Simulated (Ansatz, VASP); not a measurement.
# KCl: VASP beside Ansatz

```
K Cl
1.0
     3.77004    0.00000    0.00000
     0.00000    3.77004    0.00000
     0.00000    0.00000    3.77004
K Cl
1 1
Direct
  0.00000 0.00000 0.00000
  0.50000 0.50000 0.50000
```

Alike in both runs: task single point; functional r2SCAN; k mesh 6 × 6 × 6; occupations gaussian, width 0.05 eV; no spin polarisation.

|  | VASP | Ansatz |
| --- | --- | --- |
| version | VASP 6.6.1 | Ansatz 0.2.0 |
| potentials or method | VASP PAW PBE potentials, release 64 (K_sv, Cl), cutoff 520 eV | scalar-relativistic, plane waves, PAW |
| valence electrons in the cell | 16 | 16 |

|  | VASP | Ansatz | Ansatz less VASP |
| --- | --- | --- | --- |
| gap on the k mesh at the Fermi level (eV) | 5.81 | 5.81 | -0.006 |
| least direct gap on the mesh (eV) | 6.03 | 6.02 | -0.007 |
| pressure (GPa) | 0.0 | 0.0 | +0.04 |

VASP's potentials were made for PBE, not for r2SCAN. The functional is the same, so the differences come from potentials, cutoffs and numerics.
